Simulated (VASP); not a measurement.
# AlN in VASP: further runs

Runs on AlN. Level: PBE. Tasks: single point.

All numbers are computed with VASP 6.6.1; they aren't measurements. Logs are shortened: lines on timing, memory, paths and dates and some standing lists are left out, and cuts for length are marked.

**1. The cell of the first run**

The structure is orthorhombic, space group Imm2 (No. 44). The conventional cell has a = 3.113 Å, b = 3.113 Å, c = 4.403 Å, α = 90.00°, β = 90.00°, γ = 90.00°. Al (site symmetry mm2) has 4 N at 1.89 to 1.93 Å within 2.5 Å. Within 2.5 Å of N (site symmetry mm2) lie 4 Al at 1.89 to 1.93 Å.

**2. Single point, PBE (atoms displaced along a vibrational mode)**

Input file INCAR:

```
SYSTEM = AlN
  PREC = Accurate
  ENCUT = 520
  EDIFF = 1E-6
  ISMEAR = 0
  SIGMA = 0.05
  LREAL = .FALSE.
  LASPH = .TRUE.
  NELM = 80
  ALGO = Normal
  ISIF = 2
  LWAVE = .FALSE.
  LCHARG = .TRUE.
  GGA = PE
  LELF = .TRUE.
  LVHAR = .TRUE.
  NBANDS = 11
```

Input file KPOINTS:

```
regular mesh
0
G
  10 10 10
  0 0 0
```

Input file POSCAR:

```
AlN
1.0
    0.0000000000      2.2012588983      2.2012588983
    2.2012588983      0.0000000000      2.2012588983
    2.2012588983      2.2012588983      0.0000000000
Al N
1 1
Direct
   -0.0028535972      0.0028535972      0.0028535972
    0.7554968546      0.7445031454      0.7445031454
```

Potentials or basis: VASP PAW PBE potentials, release 64 (Al, N).

On the command line:

```console
> cat potpaw_PBE.64/Al/POTCAR potpaw_PBE.64/N/POTCAR > POTCAR
> mpirun -np 1 vasp_std > vasp.out
```

OUTCAR:

```text
SYSTEM = AlN
   PREC = Accurate
   ENCUT = 520
   EDIFF = 1E-6
   ISMEAR = 0
   LREAL = .FALSE.
   LASPH = .TRUE.
   NELM = 80
   ISIF = 2
   GGA = PE

 ion  position               nearest neighbor table
   1  0.997  0.003  0.003-   2 1.89   2 1.89   2 1.93   2 1.93
   2  0.755  0.745  0.745-   1 1.89   1 1.89   1 1.93   1 1.93

  LATTYP: Found a face centered cubic cell.
 ALAT       =     4.4025177966

  Lattice vectors:

 A1 = (   0.0000000000,   2.2012588983,   2.2012588983)
 A2 = (   2.2012588983,   0.0000000000,   2.2012588983)
 A3 = (   2.2012588983,   2.2012588983,   0.0000000000)

Analysis of symmetry for initial positions (statically):
=====================================================================
 Subroutine PRICEL returns:
 Original cell was already a primitive cell.

 Routine SETGRP: Setting up the symmetry group for a
 face centered cubic supercell.

 Subroutine GETGRP returns: Found  4 space group operations
 (whereof  4 operations were pure point group operations)
 out of a pool of 48 trial point group operations.

The static configuration has the point symmetry C_2v.

Analysis of symmetry for dynamics (positions and initial velocities):
=====================================================================
 Subroutine PRICEL returns:
 Original cell was already a primitive cell.

 Routine SETGRP: Setting up the symmetry group for a
 face centered cubic supercell.

 Subroutine GETGRP returns: Found  4 space group operations
 (whereof  4 operations were pure point group operations)
 out of a pool of 48 trial point group operations.

The dynamic configuration has the point symmetry C_2v.

 Subroutine INISYM returns: Found  4 space group operations
 (whereof  4 operations are pure point group operations),
 and found     1 'primitive' translations

----------------------------------------------------------------------------------------

                                     Primitive cell

  volume of cell :      21.3326

  direct lattice vectors                    reciprocal lattice vectors
     0.000000000  2.201258898  2.201258898    -0.227142750  0.227142750  0.227142750
     2.201258898  0.000000000  2.201258898     0.227142750 -0.227142750  0.227142750
     2.201258898  2.201258898  0.000000000     0.227142750  0.227142750 -0.227142750

  length of vectors
     3.113050188  3.113050188  3.113050188     0.393422784  0.393422784  0.393422784

  position of ions in fractional coordinates (direct lattice)
     0.997146403  0.002853597  0.002853597
     0.755496855  0.744503145  0.744503145

  ion indices of the primitive-cell ions
   primitive index   ion index
                 1           1
                 2           2

----------------------------------------------------------------------------------------

 KPOINTS: regular mesh

Automatic generation of k-mesh.
 Grid dimensions read from file:
 generate k-points for:   10   10   10

 Generating k-lattice:

  Cartesian coordinates                     Fractional coordinates (reciprocal lattice)
    -0.022714275  0.022714275  0.022714275     0.100000000  0.000000000  0.000000000
     0.022714275 -0.022714275  0.022714275     0.000000000  0.100000000  0.000000000
     0.022714275  0.022714275 -0.022714275     0.000000000  0.000000000  0.100000000

  Length of vectors
     0.039342278  0.039342278  0.039342278

  Shift w.r.t. Gamma in fractional coordinates (k-lattice)
     0.000000000  0.000000000  0.000000000

 Subroutine IBZKPT returns following result:
 ===========================================

 Found    171 irreducible k-points:

 Following reciprocal coordinates:
            Coordinates               Weight
  0.000000  0.000000  0.000000      1.000000
  0.100000  0.000000  0.000000      4.000000
  0.000000  0.100000  0.000000      4.000000
  0.200000  0.000000  0.000000      4.000000
  0.000000  0.200000  0.000000      4.000000
  0.300000  0.000000  0.000000      4.000000
[... 16 lines left out ...]
  0.000000  0.400000  0.100000      4.000000
  0.100000  0.000000  0.400000      8.000000
 [... further k-points ...]
   k-points           NKPTS =    171   k-points in BZ     NKDIM =    171   number of bands    NBANDS=     11
   number of dos      NEDOS =    301   number of ions     NIONS =      2
   total plane-waves  NPLWV =  13824
   dimension x,y,z NGX =    24 NGY =   24 NGZ =   24
   dimension x,y,z NGXF=    48 NGYF=   48 NGZF=   48
   ions per type =               1   1
   NGX,Y,Z   is equivalent  to a cutoff of  12.82, 12.82, 12.82 a.u.
   NGXF,Y,Z  is equivalent  to a cutoff of  25.63, 25.63, 25.63 a.u.
 SYSTEM =  AlN
   PREC   = accura    normal or accurate (medium, high low for compatibility)
   ISTART =      0    job   : 0-new  1-cont  2-samecut
   ICHARG =      2    charge: 1-file 2-atom 10-const
   ISPIN  =      1    spin polarized calculation?
   LNONCOLLINEAR =      F non collinear calculations
   LSORBIT =      F    spin-orbit coupling
[... 55 lines left out ...]
 fundamental gap:      3.2088626253
 Fermi energy:         6.0989335851

 k-point     1 :       0.0000    0.0000    0.0000
  band No.  band energies     occupation
      1      -9.0964      2.00000
      2       5.6509      2.00000
      3       5.7501      2.00000
      4       5.8440      2.00000
      5       9.7344      0.00000
      6      18.0629      0.00000
      7      18.0788      0.00000
      8      18.0922      0.00000
      9      23.2374      0.00000
     10      23.2475      0.00000
     11      24.4617      0.00000

 k-point     2 :       0.1000    0.0000    0.0000
  band No.  band energies     occupation
      1      -8.9545      2.00000
      2       4.9866      2.00000
      3       5.6006      2.00000
      4       5.7326      2.00000
      5      10.4133      0.00000
      6      17.6734      0.00000
      7      18.1957      0.00000
      8      18.2236      0.00000
      9      22.0326      0.00000
     10      22.0490      0.00000
     11      23.7654      0.00000

 k-point     3 :       0.0000    0.1000    0.0000
  band No.  band energies     occupation
      1      -8.9540      2.00000
      2       4.8822      2.00000
      3       5.6692      2.00000
      4       5.7916      2.00000
      5      10.3897      0.00000
      6      17.6883      0.00000
      7      18.1935      0.00000
      8      18.2406      0.00000
      9      21.9681      0.00000
     10      21.9911      0.00000
     11      23.8893      0.00000

 k-point     4 :       0.2000    0.0000    0.0000
  band No.  band energies     occupation
      1      -8.5508      2.00000
      2       3.3918      2.00000
      3       5.4750      2.00000
      4       5.6018      2.00000
      5      11.5488      0.00000
      6      16.8901      0.00000
      7      18.0986      0.00000
      8      18.1800      0.00000
      9      21.5022      0.00000
     10      21.5508      0.00000
     11      22.9056      0.00000

 k-point     5 :       0.0000    0.2000    0.0000
  band No.  band energies     occupation
      1      -8.5487      2.00000
      2       3.3125      2.00000
      3       5.5410      2.00000
      4       5.6610      2.00000
      5      11.5043      0.00000
      6      16.8899      0.00000
      7      18.1350      0.00000
      8      18.2269      0.00000
      9      21.4046      0.00000
     10      21.4362      0.00000
     11      22.9923      0.00000
[... 211 lines left out ...]
 k-point    21 :       0.2000   -0.1000   -0.1000
  band No.  band energies     occupation
      1      -8.0636      2.00000
      2       2.2955      2.00000
      3       5.0864      2.00000
      4       5.3104      2.00000
      5      12.3474      0.00000
      6      16.0923      0.00000
      7      17.1997      0.00000
      8      18.2272      0.00000
      9      20.6597      0.00000
     10      23.6161      0.00000
     11      24.0195      0.00000

 k-point    22 :       0.4000    0.1000    0.0000
  band No.  band energies     occupation
      1      -7.4701      2.00000
      2       0.9780      2.00000
      3       4.9498      2.00000
      4       5.1084      2.00000
      5      12.9202      0.00000
      6      15.1377      0.00000
      7      17.2590      0.00000
      8      17.5742      0.00000
      9      22.0153      0.00000
     10      24.2417      0.00000
     11      25.0691      0.00000

 k-point    23 :       0.0000    0.4000    0.1000
  band No.  band energies     occupation
      1      -7.4636      2.00000
      2       0.9181      2.00000
      3       4.9915      2.00000
      4       5.1755      2.00000
      5      12.8863      0.00000
      6      15.1206      0.00000
      7      17.3002      0.00000
      8      17.5772      0.00000
      9      21.9515      0.00000
     10      24.2969      0.00000
     11      25.0117      0.00000

 k-point    24 :       0.1000    0.0000    0.4000
  band No.  band energies     occupation
      1      -7.4629      2.00000
      2       0.9118      2.00000
      3       5.0444      2.00000
      4       5.1340      2.00000
      5      12.8714      0.00000
      6      15.1400      0.00000
      7      17.2376      0.00000
      8      17.6542      0.00000
      9      21.8982      0.00000
     10      24.3802      0.00000
     11      24.9259      0.00000

 [... further k-points ...]
[... 5 lines left out ...]
  --------------------------------------------------------------------------------------
  -------------------------------------------------------------------------------------
  Total       -0.0270634      0.0044802      0.0044802      0.0000000     -0.2961522      0.0000000
  in kB       -2.0325923      0.3364841      0.3364841      0.0000000    -22.2424298      0.0000000
  external PRESSURE =      -0.4532080 kB  Pullay stress =       0.0000000 kB

 VOLUME and BASIS-vectors are now :
 -----------------------------------------------------------------------------
  energy-cutoff  :      520.00
  volume of cell :       21.33
      direct lattice vectors                 reciprocal lattice vectors
     0.000000000  2.201258898  2.201258898    -0.227142750  0.227142750  0.227142750
     2.201258898  0.000000000  2.201258898     0.227142750 -0.227142750  0.227142750
     2.201258898  2.201258898  0.000000000     0.227142750  0.227142750 -0.227142750

 POSITION                                       TOTAL-FORCE (eV/Angst)
 -----------------------------------------------------------------------------------
      0.01256      2.20126      2.20126        -0.503546      0.000000      0.000000
      3.27769      3.30189      3.30189         0.503546     -0.000000     -0.000000
 -----------------------------------------------------------------------------------
    total drift:                                0.000205     -0.000000     -0.000000

  FREE ENERGIE OF THE ION-ELECTRON SYSTEM (eV)
  ---------------------------------------------------
  free  energy   TOTEN  =       -14.8381781855 eV

  energy  without entropy=      -14.8381781855  energy(sigma->0) =      -14.83817819
```

It took 45 s on 1 thread of AMD EPYC 7R13, shared host; peak memory 0.13 GiB.

What came out:

```yaml
Free_energy: -14.8382 eV
Pressure: 0.0 GPa
Largest_force: 0.504 eV/Å
Band_gap_on_the_k_mesh: 3.21 eV (least direct gap 3.89 eV)
```

Forces on the atoms (eV/Å):
```
Al  -0.504  0.000  0.000
N    0.504  0.000  0.000
```

Caveat: the cell differs from its parent crystal (atoms displaced along a vibrational mode). A k mesh can miss the band edges.

**3. Single point, PBE (atoms displaced along a vibrational mode)**

Input file INCAR:

```
  PREC = Accurate
  ENCUT = 520
  EDIFF = 1E-7
  ISMEAR = 0
  SIGMA = 0.05
  LREAL = False
  LASPH = True
  NELM = 100
  ALGO = Normal
  ISIF = 2
  LWAVE = False
  LCHARG = False
  GGA = PE
  NBANDS = 11
```

Input file KPOINTS:

```
Automatic mesh
0
Gamma
  10 10 10
```

Input file POSCAR:

```
AlN
1.0
    0.0000000000      2.2012588983      2.2012588983
    2.2012588983      0.0000000000      2.2012588983
    2.2012588983      2.2012588983      0.0000000000
Al N
1 1
Direct
    0.0000000000      0.0114379721      0.0000000000
    0.7500000000      0.7279671532      0.7500000000
```

Potentials or basis: VASP PAW PBE potentials, release 64 (Al, N).

On the command line:

```console
> cat potpaw_PBE.64/Al/POTCAR potpaw_PBE.64/N/POTCAR > POTCAR
> mpirun -np 1 vasp_std > vasp.out
```

Wall time 70 s (1 thread of AMD EPYC 7R13, shared host); peak memory 0.15 GiB.

The run converged. Its results:

| Item | Value |
| --- | --- |
| Free energy | -14.7723 eV |
| Pressure | 1.1 GPa |
| Largest force | 1.489 eV/Å |
| Band gap on the k mesh | 3.03 eV (least direct gap 3.70 eV) |

Forces in eV/Å, atoms in the order of the input:
```
Al  -1.030  0.313 -1.030
N    1.030 -0.313  1.030
```

Stress tensor (GPa, compression positive):
```
 0.75 -4.61  1.47
-4.61  1.74 -4.61
 1.47 -4.61  0.75
```

Levels at points of the mesh, in eV from the valence-band top:
```
           k point  band 1  band 2  band 3  band 4  band 5  band 6  band 7  band 8  band 9
(0.00, 0.00, 0.00)  -15.11   -0.54   -0.26    0.00    3.70   12.04   12.06   12.12   17.17
(0.50, 0.00, 0.00)  -13.14   -6.02   -0.94   -0.54    6.86    9.41   10.59   10.92   17.32
(0.00, 0.50, 0.00)  -13.11   -6.13   -0.73   -0.51    6.81    9.32   10.72   10.89   17.36
(0.50, 0.50, 0.50)  -13.16   -5.89   -0.98   -0.74    6.96    9.49   10.58   10.79   17.30
(0.50, 0.50, 0.00)  -12.52   -5.10   -2.15   -1.87    3.04    8.18   13.31   15.17   15.22
(0.50, 0.00, 0.50)  -12.52   -5.10   -2.01   -1.99    3.03    8.14   13.31   15.20   15.24
```

Caveat: the cell differs from its parent crystal (atoms displaced along a vibrational mode); forces of over 1 eV/Å act on the atoms, so gaps and moduli don't describe the material at rest. A k mesh can miss the band edges.

**4. Single point, PBE (atoms displaced along a vibrational mode)**

Input file INCAR:

```
SYSTEM = AlN
PREC = Accurate ; ENCUT = 520
EDIFF = 1E-6 ; ISMEAR = 0
SIGMA = 0.05 ; LREAL = .False.
LASPH = .True. ; NELM = 80
ALGO = Normal ; ISIF = 2
LWAVE = .False. ; LCHARG = .False.
GGA = PE ; NBANDS = 11
```

Input file KPOINTS:

```
Automatic mesh
0
Gamma
  10 10 10
  0 0 0
```

Input file POSCAR:

```
AlN
1.0
    0.0000000000      2.2012588983      2.2012588983
    2.2012588983      0.0000000000      2.2012588983
    2.2012588983      2.2012588983      0.0000000000
Al N
1 1
Direct
    0.0000000000      0.0057071943      0.0000000000
    0.7500000000      0.7390062909      0.7500000000
```

On the command line:

```console
> cat potpaw_PBE.64/Al/POTCAR potpaw_PBE.64/N/POTCAR > POTCAR
> mpirun -np 1 vasp_std > vasp.out
```

Run time: 1.7 min. Hardware: 1 thread of AMD EPYC 7R13, shared host; peak memory 0.15 GiB.

Results (log left out):

```yaml
Free_energy: -14.8289 eV
Pressure: 0.1 GPa
Largest_force: 0.720 eV/Å
Band_gap_on_the_k_mesh: 3.17 eV (least direct gap 3.85 eV)
```

Forces on the atoms (eV/Å):
```
Al  -0.506  0.077 -0.506
N    0.506 -0.077  0.506
```

Stress tensor (GPa, compression positive):
```
 0.03 -2.24  0.37
-2.24  0.27 -2.24
 0.37 -2.24  0.03
```

Levels at points of the mesh, in eV from the valence-band top:
```
           k point  band 1  band 2  band 3  band 4  band 5  band 6  band 7  band 8  band 9
(0.00, 0.00, 0.00)  -14.98   -0.27   -0.13    0.00    3.85   12.18   12.19   12.22   17.35
(0.50, 0.00, 0.00)  -13.00   -5.89   -0.71   -0.51    7.02    9.56   10.79   10.95   17.52
(0.00, 0.50, 0.00)  -12.99   -5.95   -0.61   -0.50    6.99    9.52   10.85   10.94   17.53
(0.50, 0.50, 0.50)  -13.01   -5.83   -0.73   -0.61    7.06    9.60   10.79   10.89   17.51
(0.50, 0.50, 0.00)  -12.39   -4.97   -1.95   -1.81    3.17    8.33   13.49   15.30   15.32
(0.50, 0.00, 0.50)  -12.39   -4.97   -1.88   -1.88    3.17    8.32   13.49   15.31   15.32
```

Caveat: the cell differs from its parent crystal (atoms displaced along a vibrational mode). A k mesh can miss the band edges.

**5. Single point, PBE (atoms displaced along a vibrational mode)**

Input file INCAR:

```
SYSTEM = AlN
  PREC = Accurate
  ENCUT = 520
  EDIFF = 1E-7
  ISMEAR = 0
  SIGMA = 0.05
  LREAL = .False.
  LASPH = .True.
  NELM = 80
  ALGO = Normal
  ISIF = 2
  LWAVE = .False.
  LCHARG = .True.
  GGA = PE
  LELF = .True.
  LVHAR = .True.
  NBANDS = 11
```

Input file KPOINTS:

```
regular mesh
0
Gamma
  10 10 10
  0 0 0
```

Input file POSCAR:

```
AlN
1.0
    0.0000000000      2.2012588983      2.2012588983
    2.2012588983      0.0000000000      2.2012588983
    2.2012588983      2.2012588983      0.0000000000
Al N
1 1
Direct
   -0.0028653889      0.0085725832      0.0028653889
    0.7555195688      0.7334867221      0.7444804312
```

On the command line:

```console
> cat potpaw_PBE.64/Al/POTCAR potpaw_PBE.64/N/POTCAR > POTCAR
> mpirun -np 1 vasp_std > vasp.out
```

Wall time 2.4 min (1 thread of AMD EPYC 7R13, shared host); peak memory 0.2 GiB.

Results (log left out):

| Quantity | Value |
| --- | --- |
| Free energy | -14.8008 eV |
| Pressure | 0.6 GPa |
| Largest force | 1.146 eV/Å |
| Band gap on the k mesh | 3.09 eV (least direct gap 3.77 eV) |

Forces on the atoms (eV/Å):
```
Al  -1.011  0.156 -0.516
N    1.011 -0.156  0.516
```

Stress tensor (GPa, compression positive):
```
 0.04 -2.29  0.74
-2.29  1.00 -4.52
 0.74 -4.52  0.76
```

Levels at points of the mesh, in eV from the valence-band top:
| k point | band 2 | band 3 | band 4 | band 5 | band 6 | band 7 |
| --- | --- | --- | --- | --- | --- | --- |
| (0.00, 0.00, 0.00) | -0.43 | -0.21 | 0.00 | 3.77 | 12.09 | 12.12 |
| (0.50, 0.00, 0.00) | -5.93 | -0.87 | -0.56 | 6.95 | 9.49 | 10.67 |
| (0.00, 0.50, 0.00) | -6.05 | -0.69 | -0.50 | 6.89 | 9.41 | 10.76 |
| (0.00, 0.00, 0.50) | -5.99 | -0.80 | -0.51 | 6.91 | 9.45 | 10.68 |
| (0.50, 0.50, 0.50) | -5.87 | -0.88 | -0.67 | 7.00 | 9.54 | 10.67 |
| (0.50, 0.50, 0.00) | -5.04 | -2.02 | -1.88 | 3.09 | 8.23 | 13.39 |
| (0.00, 0.50, 0.50) | -5.04 | -2.10 | -1.83 | 3.10 | 8.26 | 13.39 |
| (0.50, 0.00, 0.50) | -5.05 | -1.95 | -1.94 | 3.09 | 8.22 | 13.39 |

Caveat: the cell differs from its parent crystal (atoms displaced along a vibrational mode); forces of over 1 eV/Å act on the atoms, so gaps and moduli don't describe the material at rest. A k mesh can miss the band edges.

**6. Summary**

| cell | gap on the mesh (eV) | pressure (GPa) | largest force (eV/Å) |
| --- | --- | --- | --- |
| as given, atomic positions A | 3.21 | 0.0 | 0.50 |
| as given, atomic positions B | 3.03 | 1.1 | 1.49 |
| as given, atomic positions C | 3.17 | 0.1 | 0.72 |
| as given, atomic positions D | 3.09 | 0.6 | 1.15 |

Alike in all rows: task single point; level PBE; potentials or basis VASP PAW PBE potentials, release 64 (Al, N); no spin polarisation; k mesh 10 × 10 × 10; cutoff (eV) 520; smearing gaussian 0.05 eV.

Caveats: forces of over 1 eV/Å act on the atoms, so gaps and moduli don't describe the material at rest (at least some runs).

Total energies depend on the potentials used, so only differences within one code and one set of settings carry meaning.
